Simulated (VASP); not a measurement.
# GaN (P6_3mc) in VASP: a series of runs

The runs below take GaN through relaxation of cell and atoms, with PBEsol, LDA.

All numbers are computed with VASP 6.6.1; they aren't measurements. Logs are shortened: lines on timing, memory, paths and dates and some standing lists are left out, and cuts for length are marked.

## Step 1: The cell of the first run

The structure is hexagonal, space group P6_3mc (No. 186). The conventional cell has a = 3.218 Å, b = 3.218 Å, c = 5.243 Å, α = 90.00°, β = 90.00°, γ = 120.00°. Ga (site symmetry 3m) has 4 N at 1.97 to 1.98 Å within 2.6 Å. Within 2.6 Å of N (site symmetry 3m) lie 4 Ga at 1.97 to 1.98 Å.

## Step 2: Relaxation of cell and atoms, PBEsol

Input file INCAR:

```
ALGO = Normal
EDIFF = 1E-7
EDIFFG = -0.005
ENCUT = 600
GGA = PS
IBRION = 2
ISIF = 3
ISMEAR = -1
LASPH = True
LCHARG = False
LREAL = False
LWAVE = False
NELM = 60
NSW = 80
PREC = Accurate
SIGMA = 0.02
```

Input file KPOINTS:

```
k-points
0
Gamma
  12 12 4
```

Input file POSCAR:

```
GaN
1.0
    3.2184326064      0.0000000000      0.0000000000
   -1.6092163032      2.7872443975      0.0000000000
    0.0000000000      0.0000000000      5.2428367283
Ga N
2 2
Direct
    0.3333333333      0.6666666667     -0.0008671780
    0.6666666667      0.3333333333      0.4991328220
    0.3333333333      0.6666666667      0.3758671780
    0.6666666667      0.3333333333      0.8758671780
```

Potentials or basis: VASP PAW PBE potentials, release 64 (Ga_d, N).

Launch:

```sh
$ cat potpaw_PBE.64/Ga_d/POTCAR potpaw_PBE.64/N/POTCAR > POTCAR
$ mpirun -np 1 vasp_std > vasp.out
```

OUTCAR:

```text
EDIFF = 1E-7
   EDIFFG = -0.005
   ENCUT = 600
   GGA = PS
   IBRION = 2
   ISIF = 3
   ISMEAR = -1
   LASPH = True
   LREAL = False
   NELM = 60
   NSW = 80
   PREC = Accurate

 ion  position               nearest neighbor table
   1  0.333  0.667  0.999-   4 1.97   4 1.97   4 1.97   3 1.98
   2  0.667  0.333  0.499-   3 1.97   3 1.97   3 1.97   4 1.98
   3  0.333  0.667  0.376-   2 1.97   2 1.97   2 1.97   1 1.98
   4  0.667  0.333  0.876-   1 1.97   1 1.97   1 1.97   2 1.98

  LATTYP: Found a hexagonal cell.
 ALAT       =     3.2184326064
 C/A-ratio  =     1.6290031110

  Lattice vectors:

 A1 = (   3.2184326064,   0.0000000000,   0.0000000000)
 A2 = (  -1.6092163032,   2.7872443975,   0.0000000000)
 A3 = (   0.0000000000,   0.0000000000,   5.2428367283)

Analysis of symmetry for initial positions (statically):
=====================================================================
 Subroutine PRICEL returns:
 Original cell was already a primitive cell.

 Routine SETGRP: Setting up the symmetry group for a
 hexagonal supercell.

 Subroutine GETGRP returns: Found 12 space group operations
 (whereof  6 operations were pure point group operations)
 out of a pool of 24 trial point group operations.

The static configuration has the point symmetry C_3v.
 The point group associated with its full space group is C_6v.

Analysis of symmetry for dynamics (positions and initial velocities):
=====================================================================
 Subroutine PRICEL returns:
 Original cell was already a primitive cell.

 Routine SETGRP: Setting up the symmetry group for a
 hexagonal supercell.

 Subroutine GETGRP returns: Found 12 space group operations
 (whereof  6 operations were pure point group operations)
 out of a pool of 24 trial point group operations.

The dynamic configuration has the point symmetry C_3v.
 The point group associated with its full space group is C_6v.

 Subroutine INISYM returns: Found 12 space group operations
 (whereof  6 operations are pure point group operations),
 and found     1 'primitive' translations

----------------------------------------------------------------------------------------

                                     Primitive cell

  volume of cell :      47.0312

  direct lattice vectors                    reciprocal lattice vectors
     3.218432606  0.000000000  0.000000000     0.310710250  0.179388647  0.000000000
    -1.609216303  2.787244397  0.000000000     0.000000000  0.358777293  0.000000000
     0.000000000  0.000000000  5.242836728     0.000000000  0.000000000  0.190736438

  length of vectors
     3.218432606  3.218432606  5.242836728     0.358777293  0.358777293  0.190736438

  position of ions in fractional coordinates (direct lattice)
     0.333333333  0.666666667  0.999132822
     0.666666667  0.333333333  0.499132822
     0.333333333  0.666666667  0.375867178
     0.666666667  0.333333333  0.875867178

  ion indices of the primitive-cell ions
   primitive index   ion index
                 1           1
                 2           2
                 3           3
                 4           4

----------------------------------------------------------------------------------------

 KPOINTS: k-points

Automatic generation of k-mesh.
 Grid dimensions read from file:
 generate k-points for:   12   12    4

 Generating k-lattice:

  Cartesian coordinates                     Fractional coordinates (reciprocal lattice)
     0.025892521  0.014949054  0.000000000     0.083333333 -0.000000000  0.000000000
     0.000000000  0.029898108  0.000000000     0.000000000  0.083333333  0.000000000
     0.000000000  0.000000000  0.047684109     0.000000000  0.000000000  0.250000000

  Length of vectors
     0.029898108  0.029898108  0.047684109

  Shift w.r.t. Gamma in fractional coordinates (k-lattice)
     0.000000000  0.000000000  0.000000000

 Subroutine IBZKPT returns following result:
 ===========================================

 Found     57 irreducible k-points:

 Following reciprocal coordinates:
            Coordinates               Weight
  0.000000  0.000000  0.000000      1.000000
  0.083333  0.000000  0.000000      6.000000
  0.166667  0.000000  0.000000      6.000000
  0.250000  0.000000  0.000000      6.000000
  0.333333  0.000000  0.000000      6.000000
  0.416667  0.000000  0.000000      6.000000
[... 16 lines left out ...]
  0.250000  0.000000  0.250000     12.000000
  0.333333  0.000000  0.250000     12.000000
 [... further k-points ...]
   k-points           NKPTS =     57   k-points in BZ     NKDIM =     57   number of bands    NBANDS=     22
   number of dos      NEDOS =    301   number of ions     NIONS =      4
   total plane-waves  NPLWV =  32928
   dimension x,y,z NGX =    28 NGY =   28 NGZ =   42
   dimension x,y,z NGXF=    56 NGYF=   56 NGZF=   84
   ions per type =               2   2
   NGX,Y,Z   is equivalent  to a cutoff of  14.46, 14.46, 13.32 a.u.
   NGXF,Y,Z  is equivalent  to a cutoff of  28.93, 28.93, 26.64 a.u.
 SYSTEM =  unknown system
   PREC   = accura    normal or accurate (medium, high low for compatibility)
   ISTART =      0    job   : 0-new  1-cont  2-samecut
   ICHARG =      2    charge: 1-file 2-atom 10-const
   ISPIN  =      1    spin polarized calculation?
   LNONCOLLINEAR =      F non collinear calculations
   LSORBIT =      F    spin-orbit coupling
   LASPH  =      T    aspherical Exc in radial PAW
   ENCUT  =  600.0 eV  44.10 Ry    6.64 a.u.   6.43  6.43 10.47*2*pi/ulx,y,z
   NELM   =     60;   NELMIN=  2; NELMDL= -5     # of ELM steps
   EDIFF  = 0.1E-06   stopping-criterion for ELM
   LREAL  =      F    real-space projection
   EDIFFG = -.5E-02   stopping-criterion for IOM
   NSW    =     80    number of steps for IOM
   IBRION =      2    ionic relax: 0-MD 1-quasi-New 2-CG
   NFREE  =      1    steps in history (QN), initial steepest desc. (CG)
   ISIF   =      3    stress and relaxation
   ISYM   =      2    0-nonsym 1-usesym 2-fastsym
   POTIM  = 0.5000    time-step for ionic-motion
   TEBEG  =    0.0;   TEEND  =   0.0 temperature during run
   PSTRESS=    0.0 pullay stress
   NELECT =      36.0000    total number of electrons
   NUPDOWN=      -1.0000    fix difference up-down
   EMIN   =  10.00;   EMAX   =-10.00  energy-range for DOS
   EFERMI =   0.00;   METHOD = LEGACY
   ISMEAR =    -1;   SIGMA  =   0.02  broadening in eV -4-tet -1-fermi 0-gaus
   EFERMI_NEDOS =   21; number of points for ismear=-14 and -15
   IALGO  =     38    algorithm
   IMIX   =      4    mixing-type and parameters
     AMIX     =   0.40;   BMIX     =  1.00
     AMIX_MAG =   1.60;   BMIX_MAG =  1.00
  volume/ion in A,a.u.               =      11.76        79.35
  Fermi-wavevector in a.u.,A,eV,Ry     =   1.497547  2.829953 30.513056  2.242646
  Thomas-Fermi vector in A             =   2.609421
   LORBIT       =      0    0 simple, 1 ext, 2 COOP (PROOUT), +10 PAW based schemes
   GGA     = PS    functional components
   LHFCALC =     F    Hartree Fock is set to
   AEXX    =    0.0000 exact exchange contribution
   IVDW    =     0    specifies the selected vdW correction
   LEPSILON=     F    determine dielectric tensor
   LRPA    =     F    only Hartree local field effects (RPA)
 conjugate gradient relaxation of ions
 non-spin polarized calculation
  energy-cutoff  :      600.00
  volume of cell :       47.03
 maximum number of plane-waves:      1587
 NGX is ok and might be reduce to    28
   NGX = 13   NGY = 13   NGZ = 21

--------------------------------------- Ionic step        1  -------------------------------------------

 number of electron      36.0000002 magnetization

 Free energy of the ion-electron system (eV)
  ---------------------------------------------------
  ext. energy  EPLUGINS =         0.00000000
  ---------------------------------------------------
  free energy    TOTEN  =       -26.24198546 eV

  energy without entropy =      -26.24198546  energy(sigma->0) =      -26.24198546

------------------------ aborting loop because EDIFF is reached ----------------------------------------

  FORCE on cell =-STRESS in cart. coord.  units (eV):
  Direction    XX          YY          ZZ          XY          YZ          ZX
  --------------------------------------------------------------------------------------
  -------------------------------------------------------------------------------------
  Total       -1.8275561     -1.8275561     -1.8072776      0.0000000     -0.0000000      0.0000000
  in kB      -62.2580465    -62.2580465    -61.5672348      0.0000000     -0.0000000      0.0000000
  external PRESSURE =     -62.0277759 kB  Pullay stress =       0.0000000 kB
[... 175 lines left out ...]
  energy  without entropy=      -26.2747294646  energy(sigma->0) =      -26.27472946

--------------------------------------- Ionic step        6  -------------------------------------------

 number of electron      35.9999995 magnetization

 Free energy of the ion-electron system (eV)
  ---------------------------------------------------
  ext. energy  EPLUGINS =         0.00000000
  ---------------------------------------------------
  free energy    TOTEN  =       -26.27473459 eV

  energy without entropy =      -26.27473459  energy(sigma->0) =      -26.27473459

 E-fermi :   5.6669     XC(G=0): -11.9396

 val. band max:        5.2580987522   @ k =   0.0000   0.0000   0.0000
 cond. band min:       7.1666522085   @ k =   0.0000   0.0000   0.0000
 fundamental gap:      1.9085534564
 Fermi energy:         5.6668508030

 k-point     1 :       0.0000    0.0000    0.0000
  band No.  band energies     occupation
      1     -10.7773      2.00000
      2      -9.8013      2.00000
      3      -8.1484      2.00000
      4      -8.1326      2.00000
      5      -8.1326      2.00000
      6      -8.0694      2.00000
[... 574 lines left out ...]
      6      -7.9317      2.00000
[... 14 lines left out ...]
     21      12.4015      0.00000
     22      13.3911      0.00000

 [... further k-points ...]
[... 5 lines left out ...]
  --------------------------------------------------------------------------------------
  -------------------------------------------------------------------------------------
  Total       -0.0088546     -0.0088546      0.0006351      0.0000000      0.0000000     -0.0000000
  in kB       -0.3125368     -0.3125368      0.0224156      0.0000000      0.0000000     -0.0000000
  external PRESSURE =      -0.2008860 kB  Pullay stress =       0.0000000 kB
[... 19 lines left out ...]
  FREE ENERGIE OF THE ION-ELECTRON SYSTEM (eV)
  ---------------------------------------------------
  free  energy   TOTEN  =       -26.2747345864 eV

  energy  without entropy=      -26.2747345864  energy(sigma->0) =      -26.27473459

 reached required accuracy - stopping structural energy minimisation
```

Run time: 2.5 min. Hardware: 1 thread of AMD EPYC 9R45 (Zen 5), shared host; peak memory 0.2 GiB.

Results:

```yaml
Free_energy: -26.2747 eV
Relaxed_volume: 11.35 Å³/atom
Relaxed_cell: a = 3.180 Å, b = 3.180 Å, c = 5.182 Å, α = 90.00°, β = 90.00°, γ = 120.00°
Space_group_after_relaxing_to_0.1_Å: P6_3mc (No. 186)
Energy_gained_by_relaxing: 8.2 meV/atom
Ionic_steps: 6
Pressure_after_relaxing: 0.0 GPa
Band_gap_on_the_k_mesh: 1.91 eV
```

Forces on the atoms (eV/Å):
```
Ga   0.000  0.000  0.003
Ga   0.000  0.000  0.003
N    0.000  0.000 -0.003
N    0.000  0.000 -0.003
```

The path:
```tsv
step	energy change (eV)	largest force (eV/Å)	pressure (GPa)	volume (Å³)
1	0.0000	0.0007	-6.20	47.03
2	-0.0063	0.0163	6.24	44.00
3	-0.0327	0.0075	-0.03	45.40
4	-0.0327	0.0077	0.10	45.37
5	-0.0327	0.0011	-0.08	45.41
6	-0.0327	0.0027	-0.02	45.39
```

Final structure:
```cif
data_structure
_symmetry_space_group_name_H-M 'P 1'
_symmetry_Int_Tables_number 1
_cell_length_a 3.1805
_cell_length_b 3.1805
_cell_length_c 5.1815
_cell_angle_alpha 90.000
_cell_angle_beta 90.000
_cell_angle_gamma 120.000
_cell_volume 45.39
loop_
_atom_site_label
_atom_site_type_symbol
_atom_site_fract_x
_atom_site_fract_y
_atom_site_fract_z
_atom_site_occupancy
Ga1 Ga 0.33333 0.66667 0.99917 1
Ga2 Ga 0.66667 0.33333 0.49917 1
N1 N 0.33333 0.66667 0.37583 1
N2 N 0.66667 0.33333 0.87583 1
```

Levels at points of the mesh, in eV from the valence-band top:
```
           k point  band 15  band 16  band 17  band 18  band 19  band 20  band 21  band 22
(0.00, 0.00, 0.00)    -1.05    -0.04     0.00     0.00     1.91     4.22     9.13     9.83
(0.50, 0.00, 0.00)    -4.28    -2.79    -2.26    -1.02     4.95     5.53     5.96     8.59
(0.00, 0.00, 0.50)    -0.54    -0.54    -0.54    -0.54     4.23     4.23     8.39     8.39
(0.50, 0.00, 0.50)    -1.98    -1.98    -1.93    -1.93     4.31     4.31     7.72     7.72
```

Caveat: the PAW data sets were made with another functional, which shifts forces and pressure a little.

## Step 3: Relaxation of cell and atoms, LDA

Input file INCAR:

```
SYSTEM = GaN
PREC = Accurate
ENCUT = 600
EDIFF = 1E-6
ISMEAR = -1
SIGMA = 0.02
LREAL = .FALSE.
LASPH = .TRUE.
NELM = 60
ALGO = Normal
ISIF = 3
LWAVE = .FALSE.
LCHARG = .FALSE.
IBRION = 2
NSW = 80
EDIFFG = -0.005
```

Input file KPOINTS:

```
Automatic mesh
0
G
  12 12 4
  0 0 0
```

POSCAR is that of step 2.

Potentials or basis: VASP PAW LDA potentials, release 64 (Ga_d, N).

Launch:

```sh
$ cat potpaw_LDA.64/Ga_d/POTCAR potpaw_LDA.64/N/POTCAR > POTCAR
$ mpirun -np 1 vasp_std > vasp.out
```

Run time: 2.1 min. Hardware: 1 thread of AMD EPYC 9R45 (Zen 5), shared host; peak memory 0.18 GiB.

It converged, with:

- Free energy: -27.9146 eV
- Relaxed volume: 11.11 Å³/atom
- Relaxed cell: a = 3.158 Å, b = 3.158 Å, c = 5.145 Å, α = 90.00°, β = 90.00°, γ = 120.00°
- Space group after relaxing (to 0.1 Å): P6_3mc (No. 186)
- Energy gained by relaxing: 21.8 meV/atom
- Ionic steps: 7
- Pressure after relaxing: 0.0 GPa
- Band gap on the k mesh: 2.11 eV

Stress tensor (GPa, compression positive):
```
-0.05  0.00  0.00
 0.00 -0.05  0.00
 0.00  0.00  0.05
```

The path:
```csv
step,energy change (eV),largest force (eV/Å),pressure (GPa),volume (Å³)
1,0.0000,0.0015,-10.20,47.03
2,-0.0050,0.0327,11.97,42.12
3,-0.0873,0.0150,-0.13,44.44
4,-0.0873,0.0153,0.12,44.39
5,-0.0874,0.0019,-0.23,44.44
6,-0.0874,0.0044,0.01,44.42
7,-0.0874,0.0018,-0.02,44.43
```

Final structure:
```xyz
4
Lattice="3.1576 0.0000 0.0000 -1.5788 2.7346 0.0000 0.0000 0.0000 5.1452" Properties=species:S:1:pos:R:3 pbc="T T T"
Ga    0.0000    1.8230    5.1413
Ga    1.5788    0.9115    2.5687
N     0.0000    1.8230    1.9334
N     1.5788    0.9115    4.5060
```

Levels at points of the mesh, in eV from the valence-band top:
| k point | band 14 | band 15 | band 16 | band 17 | band 18 | band 19 | band 20 | band 21 | band 22 |
| --- | --- | --- | --- | --- | --- | --- | --- | --- | --- |
| (0.00, 0.00, 0.00) | -1.08 | -1.08 | -0.05 | 0.00 | 0.00 | 2.11 | 4.35 | 9.19 | 9.87 |
| (0.50, 0.00, 0.00) | -5.44 | -4.38 | -2.87 | -2.33 | -1.04 | 4.99 | 5.64 | 5.98 | 8.68 |
| (0.00, 0.00, 0.50) | -3.91 | -0.55 | -0.55 | -0.55 | -0.55 | 4.37 | 4.37 | 8.44 | 8.44 |
| (0.50, 0.00, 0.50) | -6.83 | -2.03 | -2.03 | -1.97 | -1.97 | 4.37 | 4.37 | 7.78 | 7.78 |

LDA gaps usually lie below the measured ones, often by a third to a half. Zero-point motion and thermal expansion aren't in these numbers.
